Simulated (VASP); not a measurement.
# InSe (P6_3/mmc) in VASP: single point with PBEsol

Aim: the single point of InSe with PBEsol.

Program: VASP 6.6.1. These are calculated values, not measurements. Logs are shortened: lines on timing, memory, paths and dates and some standing lists are left out, and cuts for length are marked.

## (1) The cell of the first run

It takes space group P6_3/mmc (No. 194, hexagonal). The conventional cell has a = 4.050 Å, b = 4.050 Å, c = 16.930 Å, α = 90.00°, β = 90.00°, γ = 120.00°. Within 3.3 Å of In (site symmetry 3m) lie 3 Se at 2.52 Å and 1 In at 3.15 Å. Within 3.3 Å of Se (site symmetry 3m) lie 3 In at 2.52 Å.

## (2) Single point, PBEsol

File INCAR:

```
PREC = Accurate
ENCUT = 520
EDIFF = 1E-7
ISMEAR = 0
SIGMA = 0.05
LREAL = False
LASPH = True
NELM = 60
ALGO = Normal
ISIF = 2
LWAVE = False
LCHARG = False
GGA = PS
NBANDS = 48
```

File KPOINTS:

```
regular mesh
0
Gamma
  12 12 4
```

File POSCAR:

```
InSe
1.0
    4.0500000000      0.0000000000      0.0000000000
   -2.0250000000      3.5074028900      0.0000000000
    0.0000000000      0.0000000000     16.9300000000
In Se
4 4
Direct
    0.3333333300      0.6666666700      0.1570000000
    0.6666666700      0.3333333300      0.6570000000
    0.3333333300      0.6666666700      0.3430000000
    0.6666666700      0.3333333300      0.8430000000
    0.3333333300      0.6666666700      0.6020000000
    0.6666666700      0.3333333300      0.1020000000
    0.3333333300      0.6666666700      0.8980000000
    0.6666666700      0.3333333300      0.3980000000
```

Potentials or basis: VASP PAW PBE potentials, release 64 (In_d, Se).

Command:

```
$ cat potpaw_PBE.64/In_d/POTCAR potpaw_PBE.64/Se/POTCAR > POTCAR
$ mpirun -np 1 vasp_std > vasp.out
```

OUTCAR:

```text
PREC = Accurate
   ENCUT = 520
   EDIFF = 1E-7
   ISMEAR = 0
   LREAL = False
   LASPH = True
   NELM = 60
   ISIF = 2
   GGA = PS

 ion  position               nearest neighbor table
   1  0.333  0.667  0.157-   6 2.52   6 2.52   6 2.52   3 3.15
   2  0.667  0.333  0.657-   5 2.52   5 2.52   5 2.52   4 3.15
   3  0.333  0.667  0.343-   8 2.52   8 2.52   8 2.52   1 3.15
   4  0.667  0.333  0.843-   7 2.52   7 2.52   7 2.52   2 3.15
   5  0.333  0.667  0.602-   2 2.52   2 2.52   2 2.52
   6  0.667  0.333  0.102-   1 2.52   1 2.52   1 2.52
   7  0.333  0.667  0.898-   4 2.52   4 2.52   4 2.52
   8  0.667  0.333  0.398-   3 2.52   3 2.52   3 2.52

  LATTYP: Found a hexagonal cell.
 ALAT       =     4.0500000000
 C/A-ratio  =     4.1802469136

  Lattice vectors:

 A1 = (   4.0500000000,   0.0000000000,   0.0000000000)
 A2 = (  -2.0250000000,   3.5074028900,   0.0000000000)
 A3 = (   0.0000000000,   0.0000000000,  16.9300000000)

Analysis of symmetry for initial positions (statically):
=====================================================================
 Subroutine PRICEL returns:
 Original cell was already a primitive cell.

 Routine SETGRP: Setting up the symmetry group for a
 hexagonal supercell.

 Subroutine GETGRP returns: Found 24 space group operations
 (whereof 12 operations were pure point group operations)
 out of a pool of 24 trial point group operations.

The static configuration has the point symmetry D_3d.
 The point group associated with its full space group is D_6h.

Analysis of symmetry for dynamics (positions and initial velocities):
=====================================================================
 Subroutine PRICEL returns:
 Original cell was already a primitive cell.

 Routine SETGRP: Setting up the symmetry group for a
 hexagonal supercell.

 Subroutine GETGRP returns: Found 24 space group operations
 (whereof 12 operations were pure point group operations)
 out of a pool of 24 trial point group operations.

The dynamic configuration has the point symmetry D_3d.
 The point group associated with its full space group is D_6h.

 Subroutine INISYM returns: Found 24 space group operations
 (whereof 12 operations are pure point group operations),
 and found     1 'primitive' translations

----------------------------------------------------------------------------------------
[... 109 lines left out ...]
   IBRION =     -1    ionic relax: 0-MD 1-quasi-New 2-CG
   NFREE  =      0    steps in history (QN), initial steepest desc. (CG)
   ISIF   =      2    stress and relaxation
   ISYM   =      2    0-nonsym 1-usesym 2-fastsym
   POTIM  = 0.5000    time-step for ionic-motion
   TEBEG  =    0.0;   TEEND  =   0.0 temperature during run
   PSTRESS=    0.0 pullay stress
   NELECT =      76.0000    total number of electrons
   NUPDOWN=      -1.0000    fix difference up-down
   EMIN   =  10.00;   EMAX   =-10.00  energy-range for DOS
   EFERMI =   0.00;   METHOD = LEGACY
   ISMEAR =     0;   SIGMA  =   0.05  broadening in eV -4-tet -1-fermi 0-gaus
   EFERMI_NEDOS =   21; number of points for ismear=-14 and -15
   IALGO  =     38    algorithm
   IMIX   =      4    mixing-type and parameters
     AMIX     =   0.40;   BMIX     =  1.00
     AMIX_MAG =   1.60;   BMIX_MAG =  1.00
  volume/ion in A,a.u.               =      30.06       202.86
  Fermi-wavevector in a.u.,A,eV,Ry     =   1.115099  2.107232 16.918111  1.243446
  Thomas-Fermi vector in A             =   2.251701
   LORBIT       =      0    0 simple, 1 ext, 2 COOP (PROOUT), +10 PAW based schemes
   GGA     = PS    functional components
   LHFCALC =     F    Hartree Fock is set to
   AEXX    =    0.0000 exact exchange contribution
   IVDW    =     0    specifies the selected vdW correction
   LEPSILON=     F    determine dielectric tensor
   LRPA    =     F    only Hartree local field effects (RPA)
 non-spin polarized calculation
 Gauss-broadening in eV      SIGMA  =   0.05
  energy-cutoff  :      520.00
  volume of cell :      240.49
 maximum number of plane-waves:      6531
   NGX = 15   NGY = 15   NGZ = 63

 number of electron      76.0000004 magnetization

 Free energy of the ion-electron system (eV)
  ---------------------------------------------------
  ext. energy  EPLUGINS =         0.00000000
  ---------------------------------------------------
  free energy    TOTEN  =       -29.50975132 eV

  energy without entropy =      -29.50930218  energy(sigma->0) =      -29.50952675

 E-fermi :   4.1893     XC(G=0):  -8.8699

 val. band max:        4.1586822580   @ k =   0.0833  -0.0000   0.0000
 cond. band min:       4.2092809721   @ k =   0.0000   0.0000   0.2500
 fundamental gap:      0.0505987141
 Fermi energy:         4.1893194845

 k-point     1 :       0.0000    0.0000    0.0000
  band No.  band energies     occupation
      1     -11.0946      2.00000
      2     -11.0810      2.00000
      3     -11.0008      2.00000
      4     -10.9803      2.00000
      5     -10.8753      2.00000
      6     -10.8753      2.00000
[... 1213 lines left out ...]
     47       9.1333      0.00000
     48       9.2771      0.00000

 [... further k-points ...]

------------------------ aborting loop because EDIFF is reached ----------------------------------------

  FORCE on cell =-STRESS in cart. coord.  units (eV):
  Direction    XX          YY          ZZ          XY          YZ          ZX
  --------------------------------------------------------------------------------------
  -------------------------------------------------------------------------------------
  Total       11.4714554     11.4714554      0.0866376      0.0000000     -0.0000000      0.0000000
  in kB       76.4242995     76.4242997      0.5771905      0.0000000     -0.0000000      0.0000000
  external PRESSURE =      51.1419299 kB  Pullay stress =       0.0000000 kB

 VOLUME and BASIS-vectors are now :
 -----------------------------------------------------------------------------
  energy-cutoff  :      520.00
  volume of cell :      240.49
      direct lattice vectors                 reciprocal lattice vectors
     4.050000000  0.000000000  0.000000000     0.246913580  0.142555622  0.000000000
    -2.025000000  3.507402890  0.000000000     0.000000000  0.285111244  0.000000000
     0.000000000  0.000000000 16.930000000     0.000000000  0.000000000  0.059066745

 POSITION                                       TOTAL-FORCE (eV/Angst)
 -----------------------------------------------------------------------------------
     -0.00000      2.33827      2.65801        -0.000000     -0.000000      2.759088
      2.02500      1.16913     11.12301         0.000000     -0.000000      2.759088
     -0.00000      2.33827      5.80699        -0.000000      0.000000     -2.759088
      2.02500      1.16913     14.27199         0.000000      0.000000     -2.759088
     -0.00000      2.33827     10.19186         0.000000      0.000000     -1.826931
      2.02500      1.16913      1.72686        -0.000000     -0.000000     -1.826931
     -0.00000      2.33827     15.20314         0.000000      0.000000      1.826931
      2.02500      1.16913      6.73814         0.000000     -0.000000      1.826931
 -----------------------------------------------------------------------------------
    total drift:                               -0.000018      0.000011     -0.000005

  FREE ENERGIE OF THE ION-ELECTRON SYSTEM (eV)
  ---------------------------------------------------
  free  energy   TOTEN  =       -29.5097513250 eV

  energy  without entropy=      -29.5093021811  energy(sigma->0) =      -29.50952675
```

It took 29 min on 1 thread of Intel Xeon 8259CL, shared host; peak memory 0.65 GiB.

Results:

```
Free energy            : -29.5098 eV
Pressure               : 5.1 GPa
Largest force          : 2.759 eV/Å
Band gap on the k mesh : zero (bands 38 and 39 overlap by 0.09 eV)
```

Forces in eV/Å, atoms in the order of the input:
```
In   0.000  0.000  2.759
In   0.000  0.000  2.759
In   0.000  0.000 -2.759
In   0.000  0.000 -2.759
Se   0.000  0.000 -1.827
Se   0.000  0.000 -1.827
Se   0.000  0.000  1.827
Se   0.000  0.000  1.827
```

Levels at points of the mesh, in eV from the Fermi level:
```csv
k point,band 35,band 36,band 37,band 38,band 39,band 40,band 41,band 42
"(0.00, 0.00, 0.00)",-2.20,-2.20,-1.45,-0.51,-0.12,0.30,1.11,1.46
"(0.50, 0.00, 0.00)",-2.99,-2.61,-1.56,-1.05,0.82,0.96,1.24,1.30
"(0.00, 0.00, 0.50)",-2.22,-2.22,-1.05,-1.05,0.18,0.18,1.28,1.28
"(0.50, 0.00, 0.50)",-2.75,-2.75,-1.32,-1.32,1.06,1.06,1.12,1.12
```

Caveat: the stress differs along the axes, from 0 to 8 GPa; the PAW data sets were made with another functional, which shifts forces and pressure a little; spin-orbit coupling is left out, which moves the levels of the heavy elements.

The gap in the log of VASP goes by the Fermi energy; the results here count the filled bands.